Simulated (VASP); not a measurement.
MgMnVP2O8F2, 15 atoms in the cell. The typed cell holds 15 atoms: a = 5.326 Å, b = 5.351 Å, c = 7.470 Å, α = 107.99°, β = 106.75°, γ = 96.06°. 

```yaml
Program: VASP 6.6.1
Task: electric field gradients
Functional: PBE
Potentials_or_basis: VASP PAW PBE potentials, release 64 (Mg, Mn_pv, V_sv, P, O, F)
Cutoff: 520 eV
k_mesh: 5 × 5 × 4
Occupations: fermi-dirac, width 0.02 eV
Spin: collinear spin, ferromagnetic start
Starting_moments: "[0.0, 5.0, 1.0, 0.0, 0.0, 0.0, 0.0, 0.0, 0.0, 0.0, 0.0, 0.0, 0.0, 0.0, 0.0] μB"
Dipole_correction: no
Further_INCAR_settings: ALGO = Normal; EDIFF = 1e-08; NBANDS = 67
```

Potentials or basis: VASP PAW PBE potentials, release 64 (Mg, Mn_pv, V_sv, P, O, F).

Run with:

```bash
$ cat potpaw_PBE.64/Mg/POTCAR potpaw_PBE.64/Mn_pv/POTCAR potpaw_PBE.64/V_sv/POTCAR potpaw_PBE.64/P/POTCAR potpaw_PBE.64/O/POTCAR potpaw_PBE.64/F/POTCAR > POTCAR
$ mpirun -np 4 vasp_std > vasp.out
```

Hardware: 4 MPI ranks on Intel(R) Xeon(R) Platinum 8488C (Sapphire Rapids), with other jobs on the host.

Task: Estimate the wall time of this run.

Result: It took 50 min on 4 MPI ranks on Intel(R) Xeon(R) Platinum 8488C (Sapphire Rapids), on a shared host, peak memory 1.1 GiB a rank. Counts: scf iterations 116, k points 51.
